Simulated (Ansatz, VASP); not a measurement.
## Ta in VASP and in Ansatz

The input INCAR:

```
  PREC = Accurate
  ENCUT = 600
  EDIFF = 1E-6
  ISMEAR = -1
  SIGMA = 0.1
  LREAL = F
  LASPH = T
  NELM = 80
  ALGO = Normal
  ISIF = 3
  LWAVE = F
  LCHARG = F
  GGA = PS
  IBRION = 2
  NSW = 80
  EDIFFG = -0.01
```

KPOINTS

```
Automatic mesh
0
Gamma
  12 12 7
```

The input POSCAR:

```
Ta
1.0
    2.9451288715      0.0000000000      0.0000000000
   -1.4725644358      2.5505564202      0.0000000000
    0.0000000000      0.0000000000      4.8093954472
Ta
2
Direct
    0.3333333333      0.6666666667      0.2500000000
    0.6666666667      0.3333333333      0.7500000000
```

Input for Ansatz:

```yaml
crystal:
  lattice:
    - [2.9451288715, 0.0, 0.0]
    - [-1.4725644358, 2.5505564202, 0.0]
    - [0.0, 0.0, 4.8093954472]
  atoms:
    - { symbol: Ta, position: [0.3333333333, 0.6666666667, 0.25] }
    - { symbol: Ta, position: [0.6666666667, 0.3333333333, 0.75] }
hamiltonian:
  xc: pbesol
  pseudopotentials:
    kind: paw
    azcp:
      Ta: "pseudopotentials/Ta.paw.azcp"
basis:
  ecutwfc: 420
  fft_grid_basis: typed
kpoints:
  mp_grid: { grid: [12, 12, 7], shift: [0, 0, 0] }
magnetization:
  spin_polarized: false
scf:
  occupations: { method: fermi_dirac, width: 0.1 }
relax:
  max_steps: 60
  f_tol: 0.01
  cell: {}
```

Alike in both runs: task relaxation of cell and atoms; functional PBEsol; k mesh 12 × 12 × 7; occupations fermi-dirac, width 0.1 eV; no spin polarisation.

```csv
,VASP,Ansatz
version,VASP 6.6.1,Ansatz 0.2.0
potentials or method,"VASP PAW PBE potentials, release 64 (Ta_pv), cutoff 600 eV","plane waves (420 eV) with PAW, scalar-relativistic"
valence electrons in the cell,22,26
```

|  | VASP | Ansatz | Ansatz less VASP |
| --- | --- | --- | --- |
| relaxed volume (Å³/atom) | 18.13 | 18.12 | -0.011 |
| relaxed cell length with the largest relative difference (Å) | 2.864 | 2.863 | -0.0009 |

VASP's potentials were made for PBE, not for PBEsol, and Ansatz warns of the same on its side. VASP's potentials hold 22 valence electrons a cell and Ansatz's 26, so a difference there can come from the potentials and not from the codes.

Spin-orbit coupling is off throughout.
